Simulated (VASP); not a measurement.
## In8O11: single point with PBE

In8O11:

```
In O
1.0
    -2.83050   -4.73033   -0.05511
    -2.83362    1.63472    4.91089
    -5.67204    3.10377   -4.85929
In O
8 11
Direct
  0.50002 0.21053 0.14676
  0.02669 0.71891 0.61981
  0.46142 0.76949 0.37433
  0.00448 0.29073 0.85686
  0.50360 0.78761 0.85641
  0.98652 0.26301 0.35411
  0.50704 0.21515 0.64304
  0.98517 0.71234 0.13002
  0.34329 0.84908 0.10684
  0.86151 0.35723 0.59878
  0.85473 0.64635 0.89060
  0.34753 0.16078 0.40132
  0.30542 0.50109 0.75164
  0.78570 0.98636 0.25328
  0.65289 0.14872 0.90244
  0.14733 0.35794 0.10877
  0.66239 0.85988 0.60131
  0.70714 0.49932 0.25813
  0.20963 0.00335 0.75507
```

This cell differs from its parent crystal: atoms taken out, then relaxed in part.

```json
{
  "Program": "VASP 6.6.1",
  "Task": "single point",
  "Functional": "PBE",
  "Potentials or basis": "VASP PAW PBE potentials, release 64 (In_d, O)",
  "Cutoff": "520 eV",
  "k mesh": "3 × 3 × 2",
  "Occupations": "gaussian, width 0.1 eV",
  "Spin": "no spin polarisation"
}
```

```json
{
 "Pressure": "0.4 GPa",
 "Largest force": "0.036 eV/Å",
 "Band gap on the k mesh": "0.72 eV (least direct gap 1.25 eV)"
}
```

Forces in eV/Å, atoms in the order of the input:
```
In   0.001 -0.017 -0.012
In   0.035 -0.006  0.008
In  -0.002 -0.013  0.015
In   0.001  0.006  0.025
In  -0.002 -0.005  0.007
In   0.010  0.012 -0.007
In  -0.010 -0.017 -0.012
In   0.003  0.012  0.000
O   -0.021 -0.003 -0.019
O   -0.012 -0.010  0.008
O    0.018 -0.002 -0.010
O    0.007 -0.014  0.000
O   -0.002 -0.002 -0.010
O    0.022 -0.007 -0.007
O    0.004  0.014 -0.008
O   -0.017  0.029 -0.005
O   -0.007  0.011  0.001
O   -0.008  0.007  0.021
O   -0.021  0.006  0.005
```

Stress tensor (GPa, compression positive):
```
0.35 0.08 0.00
0.08 0.49 0.01
0.00 0.01 0.27
```

Levels at points of the mesh, in eV from the valence-band top:
| k point | band 81 | band 82 | band 83 | band 84 | band 85 | band 86 | band 87 | band 88 | band 89 | band 90 |
| --- | --- | --- | --- | --- | --- | --- | --- | --- | --- | --- |
| (0.00, 0.00, 0.00) | -1.71 | -1.68 | -1.67 | -1.55 | -1.47 | 1.43 | 2.38 | 3.30 | 3.64 | 3.97 |
| (0.00, 0.00, 0.50) | -1.75 | -1.72 | -1.63 | -1.50 | -0.52 | 0.72 | 2.54 | 3.22 | 3.78 | 4.14 |

Wall time 10 min on 1 thread of Intel(R) Xeon(R) Platinum 8488C (Sapphire Rapids), with other jobs on the host, peak memory 0.4 GiB.

Caveat: the cell differs from its parent crystal (atoms taken out, then relaxed in part); spin-orbit coupling is left out, which moves the levels of the heavy elements. A k mesh can miss the band edges.
